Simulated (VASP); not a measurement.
Input of a VASP 6.6.1 run:

File INCAR:

```
PREC = Accurate
ENCUT = 520
EDIFF = 1E-6
ISMEAR = 0
SIGMA = 0.05
LREAL = False
LASPH = True
NELM = 100
ALGO = Normal
ISIF = 2
LWAVE = False
LCHARG = True
GGA = PE
LELF = True
LVHAR = True
NBANDS = 16
```

The input KPOINTS:

```
regular mesh
0
Gamma
  9 9 6
```

Contents of POSCAR:

```
MgO
1.0
    3.5917000000      0.0000000000      0.0000000000
   -1.7958500000      3.1105034428      0.0000000000
    0.0000000000      0.0000000000      4.2818000000
Mg O
2 2
Direct
    0.6666666667      0.3333333333      0.7500000000
    0.3333333333      0.6666666667      0.2500000000
    0.6666666667      0.3333333333      0.2500000000
    0.3333333333      0.6666666667      0.7500000000
```

Potentials or basis: VASP PAW PBE potentials, release 64 (Mg, O).

Command:

```bash
$ cat potpaw_PBE.64/Mg/POTCAR potpaw_PBE.64/O/POTCAR > POTCAR
$ mpirun -np 1 vasp_std > vasp.out
```

**Question.** What does it give for the band gap on the k mesh?

**Answer.** 3.03 eV, direct.

**Question.** Estimate the pressure.

**Answer.** -6.1 GPa.

Stress tensor (GPa, compression positive):
```
-6.31  0.00  0.00
 0.00 -6.31  0.00
 0.00  0.00 -5.61
```

Expect the measured gap to be larger: semilocal functionals such as PBE lack the derivative discontinuity.
